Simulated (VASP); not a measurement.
Crystal: BeZn4O.

```
Be Zn O
1.0
     3.95344    0.00000    0.00000
     0.00000    3.95344    0.00000
     0.00000    0.00000    5.45995
Be Zn O
1 4 1
Direct
  0.50000 0.50000 0.00000
  0.00000 0.50000 0.70093
  0.50000 0.00000 0.29907
  0.00000 0.50000 0.29907
  0.50000 0.00000 0.70093
  0.00000 0.00000 0.00000
```

- Program: VASP 6.6.1
- Task: relaxation of cell and atoms
- Functional: PBE
- Potentials or basis: VASP PAW PBE potentials, release 64 (Be, Zn, O)
- Cutoff: 600 eV
- k mesh: 4 × 4 × 4
- Occupations: gaussian, width 0.1 eV
- Spin: no spin polarisation

At the start: pressure 0.2 GPa; volume 14.22 Å³/atom.

**Question.** Where does the relaxation end?

**Answer.** Over 14 steps the energy falls by 105.2 meV/atom and the volume is 13.93 Å³/atom (-2.1 %); space group P4/mmm (No. 123, to 0.05 Å).

The path:
```
step  energy change (eV)  largest force (eV/Å)  pressure (GPa)  volume (Å³)
   1              0.0000                2.3458            0.16        85.34
   2             -0.5851                0.0452           -2.53        85.36
   3             -0.5890                0.0697           -2.56        85.37
   4             -0.6146                0.0066           -0.15        82.65
   5             -0.6147                0.0009            0.13        82.43
   6             -0.6147                0.0024            0.06        82.49
   7             -0.6165                0.0335            0.10        82.50
   8             -0.6185                0.1299            0.24        82.51
   9             -0.6196                0.1304            0.20        82.60
  10             -0.6223                0.1311            0.07        82.85
  11             -0.6266                0.1292           -0.11        83.33
  12             -0.6255                0.1047           -0.33        84.26
  13             -0.6279                0.1243           -0.21        83.70
  14             -0.6312                0.0236           -0.03        83.56
```

Final structure:
```yaml
crystal:
  lattice:
    - [3.91906, 0.00000, 0.00000]
    - [0.00000, 3.91906, 0.00000]
    - [0.00000, 0.00000, 5.44063]
  atoms:
    - { symbol: Be, position: [0.50000, 0.50000, 0.00000] }
    - { symbol: Zn, position: [0.00000, 0.50000, 0.72873] }
    - { symbol: Zn, position: [0.50000, 0.00000, 0.27127] }
    - { symbol: Zn, position: [0.00000, 0.50000, 0.27127] }
    - { symbol: Zn, position: [0.50000, 0.00000, 0.72873] }
    - { symbol: O, position: [0.00000, 0.00000, 0.00000] }
```

Caveat: the k points lie up to 0.40 Å⁻¹ apart in the final cell.
